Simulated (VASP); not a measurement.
# KCl (Pm-3m) in VASP: notebook

KCl is run at these levels: PBE, r2SCAN; tasks: single point.

Program: VASP 6.6.1. These are calculated values, not measurements. Logs are shortened: lines on timing, memory, paths and dates and some standing lists are left out, and cuts for length are marked.

### Step 1. The cell of the first run

The structure is cubic, space group Pm-3m (No. 221). Conventional cell: a = 3.796 Å, b = 3.796 Å, c = 3.796 Å, α = 90.00°, β = 90.00°, γ = 90.00°. Within 4.3 Å of K (site symmetry m-3m) lie 8 Cl at 3.29 Å and 6 K at 3.80 Å. Cl (site symmetry m-3m) has 8 K at 3.29 Å and 6 Cl at 3.80 Å within 4.3 Å.

### Step 2. Single point, PBE (27.34 Å³/atom)

INCAR

```
SYSTEM = KCl
PREC = Accurate
ENCUT = 520
EDIFF = 1E-7
ISMEAR = 0
SIGMA = 0.01
LREAL = .False.
LASPH = .True.
NELM = 60
ALGO = Normal
ISIF = 2
LWAVE = .False.
LCHARG = .True.
GGA = PE
LELF = .True.
LVHAR = .True.
NBANDS = 15
```

KPOINTS

```
Automatic mesh
0
Gamma
  6 6 6
  0 0 0
```

POSCAR

```
KCl
1.0
    3.7957361826      0.0000000000      0.0000000000
    0.0000000000      3.7957361826      0.0000000000
    0.0000000000      0.0000000000      3.7957361826
K Cl
1 1
Direct
    0.0000000000      0.0000000000      0.0000000000
    0.5000000000      0.5000000000      0.5000000000
```

Potentials or basis: VASP PAW PBE potentials, release 64 (K_sv, Cl).

Started as:

```console
cat potpaw_PBE.64/K_sv/POTCAR potpaw_PBE.64/Cl/POTCAR > POTCAR
mpirun -np 1 vasp_std > vasp.out
```

OUTCAR:

```text
SYSTEM = KCl
   PREC = Accurate
   ENCUT = 520
   EDIFF = 1E-7
   ISMEAR = 0
   LREAL = .False.
   LASPH = .True.
   NELM = 60
   ISIF = 2
   GGA = PE

 ion  position               nearest neighbor table
   1  0.000  0.000  0.000-
   2  0.500  0.500  0.500-

  LATTYP: Found a simple cubic cell.
 ALAT       =     3.7957361826

  Lattice vectors:

 A1 = (   3.7957361826,   0.0000000000,   0.0000000000)
 A2 = (   0.0000000000,   3.7957361826,   0.0000000000)
 A3 = (   0.0000000000,   0.0000000000,   3.7957361826)

Analysis of symmetry for initial positions (statically):
=====================================================================
 Subroutine PRICEL returns:
 Original cell was already a primitive cell.

 Routine SETGRP: Setting up the symmetry group for a
 simple cubic supercell.

 Subroutine GETGRP returns: Found 48 space group operations
 (whereof 48 operations were pure point group operations)
 out of a pool of 48 trial point group operations.

The static configuration has the point symmetry O_h .

Analysis of symmetry for dynamics (positions and initial velocities):
=====================================================================
 Subroutine PRICEL returns:
 Original cell was already a primitive cell.

 Routine SETGRP: Setting up the symmetry group for a
 simple cubic supercell.

 Subroutine GETGRP returns: Found 48 space group operations
 (whereof 48 operations were pure point group operations)
 out of a pool of 48 trial point group operations.

The dynamic configuration has the point symmetry O_h .

 Subroutine INISYM returns: Found 48 space group operations
 (whereof 48 operations are pure point group operations),
 and found     1 'primitive' translations

----------------------------------------------------------------------------------------

                                     Primitive cell

  volume of cell :      54.6875

  direct lattice vectors                    reciprocal lattice vectors
     3.795736183  0.000000000  0.000000000     0.263453505  0.000000000  0.000000000
     0.000000000  3.795736183  0.000000000     0.000000000  0.263453505  0.000000000
     0.000000000  0.000000000  3.795736183     0.000000000  0.000000000  0.263453505

  length of vectors
     3.795736183  3.795736183  3.795736183     0.263453505  0.263453505  0.263453505

  position of ions in fractional coordinates (direct lattice)
     0.000000000  0.000000000  0.000000000
     0.500000000  0.500000000  0.500000000

  ion indices of the primitive-cell ions
   primitive index   ion index
                 1           1
                 2           2

----------------------------------------------------------------------------------------

 KPOINTS: Automatic mesh

Automatic generation of k-mesh.
 Grid dimensions read from file:
 generate k-points for:    6    6    6

 Generating k-lattice:

  Cartesian coordinates                     Fractional coordinates (reciprocal lattice)
     0.043908917  0.000000000  0.000000000     0.166666667  0.000000000  0.000000000
     0.000000000  0.043908917  0.000000000     0.000000000  0.166666667  0.000000000
     0.000000000  0.000000000  0.043908917     0.000000000  0.000000000  0.166666667

  Length of vectors
     0.043908917  0.043908917  0.043908917

  Shift w.r.t. Gamma in fractional coordinates (k-lattice)
     0.000000000  0.000000000  0.000000000

 Subroutine IBZKPT returns following result:
 ===========================================

 Found     20 irreducible k-points:

 Following reciprocal coordinates:
            Coordinates               Weight
  0.000000  0.000000  0.000000      1.000000
  0.166667  0.000000  0.000000      6.000000
  0.333333  0.000000  0.000000      6.000000
  0.500000  0.000000  0.000000      3.000000
  0.166667  0.166667  0.000000     12.000000
  0.333333  0.166667  0.000000     24.000000
[... 12 lines left out ...]
  0.500000  0.500000  0.333333      6.000000
  0.500000  0.500000  0.500000      1.000000
   k-points           NKPTS =     20   k-points in BZ     NKDIM =     20   number of bands    NBANDS=     15
   number of dos      NEDOS =    301   number of ions     NIONS =      2
   total plane-waves  NPLWV =  21952
   dimension x,y,z NGX =    28 NGY =   28 NGZ =   28
   dimension x,y,z NGXF=    56 NGYF=   56 NGZF=   56
   ions per type =               1   1
   NGX,Y,Z   is equivalent  to a cutoff of  12.26, 12.26, 12.26 a.u.
   NGXF,Y,Z  is equivalent  to a cutoff of  24.53, 24.53, 24.53 a.u.
 SYSTEM =  KCl
   PREC   = accura    normal or accurate (medium, high low for compatibility)
   ISTART =      0    job   : 0-new  1-cont  2-samecut
   ICHARG =      2    charge: 1-file 2-atom 10-const
   ISPIN  =      1    spin polarized calculation?
   LNONCOLLINEAR =      F non collinear calculations
   LSORBIT =      F    spin-orbit coupling
   LASPH  =      T    aspherical Exc in radial PAW
   ENCUT  =  520.0 eV  38.22 Ry    6.18 a.u.   7.06  7.06  7.06*2*pi/ulx,y,z
   NELM   =     60;   NELMIN=  2; NELMDL= -5     # of ELM steps
   EDIFF  = 0.1E-06   stopping-criterion for ELM
   LREAL  =      F    real-space projection
   EDIFFG = 0.1E-05   stopping-criterion for IOM
   NSW    =      0    number of steps for IOM
   IBRION =     -1    ionic relax: 0-MD 1-quasi-New 2-CG
   NFREE  =      0    steps in history (QN), initial steepest desc. (CG)
   ISIF   =      2    stress and relaxation
   ISYM   =      2    0-nonsym 1-usesym 2-fastsym
   POTIM  = 0.5000    time-step for ionic-motion
   TEBEG  =    0.0;   TEEND  =   0.0 temperature during run
   PSTRESS=    0.0 pullay stress
   NELECT =      16.0000    total number of electrons
   NUPDOWN=      -1.0000    fix difference up-down
   EMIN   =  10.00;   EMAX   =-10.00  energy-range for DOS
   EFERMI =   0.00;   METHOD = LEGACY
   ISMEAR =     0;   SIGMA  =   0.01  broadening in eV -4-tet -1-fermi 0-gaus
   EFERMI_NEDOS =   21; number of points for ismear=-14 and -15
   IALGO  =     38    algorithm
   IMIX   =      4    mixing-type and parameters
     AMIX     =   0.40;   BMIX     =  1.00
     AMIX_MAG =   1.60;   BMIX_MAG =  1.00
  volume/ion in A,a.u.               =      27.34       184.52
  Fermi-wavevector in a.u.,A,eV,Ry     =   1.086806  2.053766 16.070493  1.181148
  Thomas-Fermi vector in A             =   2.222951
   LORBIT       =      0    0 simple, 1 ext, 2 COOP (PROOUT), +10 PAW based schemes
   GGA     = PE    functional components
   LHFCALC =     F    Hartree Fock is set to
   AEXX    =    0.0000 exact exchange contribution
   IVDW    =     0    specifies the selected vdW correction
   LEPSILON=     F    determine dielectric tensor
   LRPA    =     F    only Hartree local field effects (RPA)
 non-spin polarized calculation
 Gauss-broadening in eV      SIGMA  =   0.01
  energy-cutoff  :      520.00
  volume of cell :       54.69
 maximum number of plane-waves:      1492
   NGX = 15   NGY = 15   NGZ = 15

 number of electron      16.0000008 magnetization

 Free energy of the ion-electron system (eV)
  ---------------------------------------------------
  ext. energy  EPLUGINS =         0.00000000
  ---------------------------------------------------
  free energy    TOTEN  =        -6.65121354 eV

  energy without entropy =       -6.65121354  energy(sigma->0) =       -6.65121354

 E-fermi :  -0.5550     XC(G=0):  -8.2201

 val. band max:       -0.6628914414   @ k =   0.5000   0.5000   0.0000
 cond. band min:       4.2793865657   @ k =   0.0000   0.0000   0.0000
 fundamental gap:      4.9422780070
 Fermi energy:        -0.5549800511

 k-point     1 :       0.0000    0.0000    0.0000
  band No.  band energies     occupation
      1     -28.6669      2.00000
      2     -13.2943      2.00000
      3     -12.0466      2.00000
      4     -12.0466      2.00000
      5     -12.0466      2.00000
      6      -0.8725      2.00000
      7      -0.8725      2.00000
      8      -0.8725      2.00000
      9       4.2794      0.00000
     10       5.8772      0.00000
     11       5.8772      0.00000
     12      10.0700      0.00000
     13      10.0700      0.00000
     14      10.0700      0.00000
     15      13.0886      0.00000

 k-point     2 :       0.1667    0.0000    0.0000
  band No.  band energies     occupation
      1     -28.6614      2.00000
      2     -13.3394      2.00000
      3     -12.0381      2.00000
      4     -12.0381      2.00000
      5     -12.0115      2.00000
      6      -1.3746      2.00000
      7      -0.8760      2.00000
      8      -0.8760      2.00000
      9       4.9061      0.00000
     10       6.1077      0.00000
     11       6.4440      0.00000
     12       9.9733      0.00000
     13       9.9733      0.00000
     14      10.2026      0.00000
     15      12.1002      0.00000

 k-point     3 :       0.3333    0.0000    0.0000
  band No.  band energies     occupation
      1     -28.6504      2.00000
      2     -13.4320      2.00000
      3     -12.0209      2.00000
      4     -12.0209      2.00000
      5     -11.9329      2.00000
      6      -2.1712      2.00000
      7      -0.8839      2.00000
      8      -0.8839      2.00000
      9       6.2071      0.00000
     10       6.7369      0.00000
     11       7.5247      0.00000
     12       9.8971      0.00000
     13       9.8971      0.00000
     14      10.4266      0.00000
     15      10.5107      0.00000

 k-point     4 :       0.5000    0.0000    0.0000
  band No.  band energies     occupation
      1     -28.6449      2.00000
      2     -13.4790      2.00000
      3     -12.0123      2.00000
      4     -12.0123      2.00000
      5     -11.8898      2.00000
      6      -2.5092      2.00000
      7      -0.8884      2.00000
      8      -0.8884      2.00000
      9       7.2081      0.00000
     10       7.2695      0.00000
     11       7.7693      0.00000
     12       9.4884      0.00000
     13       9.9444      0.00000
     14       9.9444      0.00000
     15      10.6956      0.00000
[... 235 lines left out ...]
 k-point    18 :       0.5000    0.3333    0.3333
  band No.  band energies     occupation
      1     -28.6150      2.00000
      2     -12.9746      2.00000
      3     -12.2134      2.00000
      4     -12.1923      2.00000
      5     -12.1779      2.00000
      6      -2.0235      2.00000
      7      -1.7955      2.00000
      8      -1.6733      2.00000
      9       7.2633      0.00000
     10       7.8445      0.00000
     11       8.0296      0.00000
     12       9.2143      0.00000
     13       9.2186      0.00000
     14       9.5523      0.00000
     15      11.8187      0.00000

 k-point    19 :       0.5000    0.5000    0.3333
  band No.  band energies     occupation
      1     -28.6101      2.00000
      2     -12.8967      2.00000
      3     -12.2472      2.00000
      4     -12.2472      2.00000
      5     -12.1720      2.00000
      6      -2.0134      2.00000
      7      -2.0134      2.00000
      8      -1.7528      2.00000
      9       7.3094      0.00000
     10       8.1935      0.00000
     11       8.1935      0.00000
     12       8.7275      0.00000
     13       9.7838      0.00000
     14       9.7838      0.00000
     15      11.7052      0.00000

 k-point    20 :       0.5000    0.5000    0.5000
  band No.  band energies     occupation
      1     -28.6053      2.00000
      2     -12.8578      2.00000
      3     -12.2320      2.00000
      4     -12.2320      2.00000
      5     -12.2320      2.00000
      6      -2.0503      2.00000
      7      -2.0503      2.00000
      8      -2.0503      2.00000
      9       8.2537      0.00000
     10       8.2537      0.00000
     11       8.2537      0.00000
     12       9.3708      0.00000
     13       9.3708      0.00000
     14       9.3708      0.00000
     15      11.7340      0.00000

------------------------ aborting loop because EDIFF is reached ----------------------------------------

  FORCE on cell =-STRESS in cart. coord.  units (eV):
  Direction    XX          YY          ZZ          XY          YZ          ZX
  --------------------------------------------------------------------------------------
  -------------------------------------------------------------------------------------
  Total        0.2215698      0.2215698      0.2215698      0.0000000     -0.0000000      0.0000000
  in kB        6.4913206      6.4913206      6.4913206      0.0000000     -0.0000000      0.0000000
  external PRESSURE =       6.4913206 kB  Pullay stress =       0.0000000 kB

 VOLUME and BASIS-vectors are now :
 -----------------------------------------------------------------------------
  energy-cutoff  :      520.00
  volume of cell :       54.69
      direct lattice vectors                 reciprocal lattice vectors
     3.795736183  0.000000000  0.000000000     0.263453505  0.000000000  0.000000000
     0.000000000  3.795736183  0.000000000     0.000000000  0.263453505  0.000000000
     0.000000000  0.000000000  3.795736183     0.000000000  0.000000000  0.263453505

 POSITION                                       TOTAL-FORCE (eV/Angst)
 -----------------------------------------------------------------------------------
      0.00000      0.00000      0.00000         0.000000      0.000000      0.000000
      1.89787      1.89787      1.89787         0.000000      0.000000      0.000000
 -----------------------------------------------------------------------------------
    total drift:                                0.000000      0.000000      0.000000

  FREE ENERGIE OF THE ION-ELECTRON SYSTEM (eV)
  ---------------------------------------------------
  free  energy   TOTEN  =        -6.6512135423 eV

  energy  without entropy=       -6.6512135423  energy(sigma->0) =       -6.65121354
```

Wall time 16 s (1 thread of AMD EPYC 7R13 (Zen 3), shared host); peak memory 0.13 GiB.

What came out:

```yaml
Free_energy: -6.6512 eV
Pressure: 0.6 GPa
Band_gap_on_the_k_mesh: 4.94 eV (least direct gap 5.15 eV)
```

Caveat: the structure was generated, so it needn't be the stable form of KCl. A k mesh can miss the band edges.

### Step 3. Single point, PBE (29.04 Å³/atom)

This run uses another cell than the first one, of 29.04 Å³/atom.

INCAR

```
ALGO = Normal
EDIFF = 1E-6
ENCUT = 520
GGA = PE
ISIF = 2
ISMEAR = 0
LASPH = T
LCHARG = F
LREAL = F
LWAVE = F
NBANDS = 15
NELM = 60
PREC = Accurate
SIGMA = 0.01
```

KPOINTS

```
k-points
0
Gamma
  6 6 6
```

POSCAR

```
KCl
1.0
    3.8724383870      0.0000000000      0.0000000000
    0.0000000000      3.8724383870      0.0000000000
    0.0000000000      0.0000000000      3.8724383870
K Cl
1 1
Direct
    0.0000000000      0.0000000000      0.0000000000
    0.5000000000      0.5000000000      0.5000000000
```

Potentials or basis: VASP PAW PBE potentials, release 64 (K_sv, Cl).

Started as:

```console
cat potpaw_PBE.64/K_sv/POTCAR potpaw_PBE.64/Cl/POTCAR > POTCAR
mpirun -np 1 vasp_std > vasp.out
```

Wall time 18 s (1 thread of AMD EPYC 7R13 (Zen 3), shared host); peak memory 0.14 GiB.

The run converged. Its results:

- Free energy: -6.6532 eV
- Pressure: -0.5 GPa
- Band gap on the k mesh: 4.69 eV (least direct gap 4.89 eV)

Levels at points of the mesh, in eV from the valence-band top:
```csv
k point,band 4,band 5,band 6,band 7,band 8,band 9,band 10,band 11,band 12,band 13
"(0.00, 0.00, 0.00)",-11.50,-11.50,-0.20,-0.20,-0.20,4.69,6.59,6.59,10.57,10.57
"(0.50, 0.00, 0.00)",-11.48,-11.35,-1.69,-0.20,-0.20,7.58,7.89,8.09,10.12,10.39
"(0.50, 0.50, 0.00)",-11.70,-11.45,-1.15,-1.15,0.00,6.16,7.25,8.91,8.91,11.13
"(0.50, 0.50, 0.50)",-11.66,-11.66,-1.25,-1.25,-1.25,8.72,8.72,8.72,9.77,9.77
```

Caveat: the structure was generated, so it needn't be the stable form of KCl. A k mesh can miss the band edges.

### Step 4. Single point, PBE (29.88 Å³/atom)

This run uses another cell than the first one, of 29.88 Å³/atom.

INCAR

```
PREC = Accurate ; ENCUT = 520
EDIFF = 1E-6 ; ISMEAR = 0
SIGMA = 0.01 ; LREAL = F
LASPH = T ; NELM = 80
ALGO = Normal ; ISIF = 2
LWAVE = F ; LCHARG = F
GGA = PE ; NBANDS = 15
```

KPOINTS

```
Automatic mesh
0
Gamma
  6 6 6
```

POSCAR

```
KCl
1.0
    3.9096756558      0.0000000000      0.0000000000
    0.0000000000      3.9096756558      0.0000000000
    0.0000000000      0.0000000000      3.9096756558
K Cl
1 1
Direct
    0.0000000000      0.0000000000      0.0000000000
    0.5000000000      0.5000000000      0.5000000000
```

Started as:

```console
cat potpaw_PBE.64/K_sv/POTCAR potpaw_PBE.64/Cl/POTCAR > POTCAR
mpirun -np 1 vasp_std > vasp.out
```

It took 15 s on 1 thread of AMD EPYC 7R13 (Zen 3), shared host; peak memory 0.14 GiB.

The run converged. Its results:

* Free energy: -6.6462 eV
* Pressure: -0.9 GPa
* Band gap on the k mesh: 4.58 eV (least direct gap 4.77 eV)

Levels at points of the mesh, in eV from the valence-band top:
| k point | band 6 | band 7 | band 8 | band 9 | band 10 | band 11 |
| --- | --- | --- | --- | --- | --- | --- |
| (0.00, 0.00, 0.00) | -0.19 | -0.19 | -0.19 | 4.58 | 6.60 | 6.60 |
| (0.50, 0.00, 0.00) | -1.62 | -0.19 | -0.19 | 7.44 | 7.86 | 7.93 |
| (0.50, 0.50, 0.00) | -1.11 | -1.11 | 0.00 | 6.14 | 7.21 | 8.88 |
| (0.50, 0.50, 0.50) | -1.18 | -1.18 | -1.18 | 8.63 | 8.63 | 8.63 |

Caveat: the structure was generated, so it needn't be the stable form of KCl.

### Step 5. Single point, r2SCAN (25.21 Å³/atom)

This run uses another cell than the first one, of 25.21 Å³/atom.

POSCAR

```
KCl
1.0
    3.6941840659      0.0000000000      0.0000000000
    0.0000000000      3.6941840659      0.0000000000
    0.0000000000      0.0000000000      3.6941840659
K Cl
1 1
Direct
    0.0000000000      0.0000000000      0.0000000000
    0.5000000000      0.5000000000      0.5000000000
```

INCAR.step1

```
  ALGO = Normal
  EDIFF = 1E-4
  ENCUT = 520
  GGA = PE
  ISMEAR = 0
  LASPH = T
  LCHARG = F
  LREAL = F
  LWAVE = T
  NBANDS = 15
  NELM = 80
  PREC = Accurate
  SIGMA = 0.01
```

INCAR.step2

```
  ALGO = Normal
  EDIFF = 1E-6
  ENCUT = 520
  ISIF = 2
  ISMEAR = 0
  ISTART = 1
  LASPH = T
  LCHARG = T
  LELF = T
  LMIXTAU = T
  LREAL = F
  LVHAR = T
  LWAVE = F
  METAGGA = R2SCAN
  NBANDS = 15
  NELM = 80
  PREC = Accurate
  SIGMA = 0.01
```

KPOINTS

```
k-points
0
Gamma
  6 6 6
```

Started as:

```console
cat potpaw_PBE.64/K_sv/POTCAR potpaw_PBE.64/Cl/POTCAR > POTCAR
cp INCAR.step1 INCAR
mpirun -np 1 vasp_std > vasp.out
cp INCAR.step2 INCAR
mpirun -np 1 vasp_std > vasp.out
```

It took 42 s on 1 thread of AMD EPYC 7R13 (Zen 3), shared host; peak memory 0.14 GiB.

The run converged. Its results:

```yaml
Free_energy: -16.3914 eV
Pressure: 1.6 GPa
Band_gap_on_the_k_mesh: 6.12 eV (least direct gap 6.35 eV)
```

Levels at points of the mesh, in eV from the valence-band top:
```csv
k point,band 6,band 7,band 8,band 9,band 10,band 11
"(0.00, 0.00, 0.00)",-0.23,-0.23,-0.23,6.12,7.01,7.01
"(0.50, 0.00, 0.00)",-2.08,-0.27,-0.27,8.58,9.08,9.68
"(0.50, 0.50, 0.00)",-1.40,-1.40,0.00,6.89,8.16,9.76
"(0.50, 0.50, 0.50)",-1.62,-1.62,-1.62,9.88,9.88,9.88
```

Caveat: the structure was generated, so it needn't be the stable form of KCl; the PAW data sets were made with another functional, which shifts forces and pressure a little. A k mesh can miss the band edges.

### Step 6. The runs side by side

| level | cell | gap on the mesh (eV) | pressure (GPa) |
| --- | --- | --- | --- |
| PBE | a = 3.796 Å, 2 atoms | 4.94 | 0.6 |
| PBE | a = 3.872 Å, 2 atoms | 4.69 | -0.5 |
| PBE | a = 3.910 Å, 2 atoms | 4.58 | -0.9 |
| r2SCAN | a = 3.694 Å, 2 atoms | 6.12 | 1.6 |

Alike in all rows: task single point; potentials or basis VASP PAW PBE potentials, release 64 (K_sv, Cl); no spin polarisation; k mesh 6 × 6 × 6; cutoff (eV) 520; smearing gaussian 0.01 eV.

Caveats: the structure was generated, so it needn't be the stable form of KCl; the PAW data sets were made with another functional, which shifts forces and pressure a little (at least some runs).

Total energies depend on the potentials used, so only differences within one code and one set of settings carry meaning.
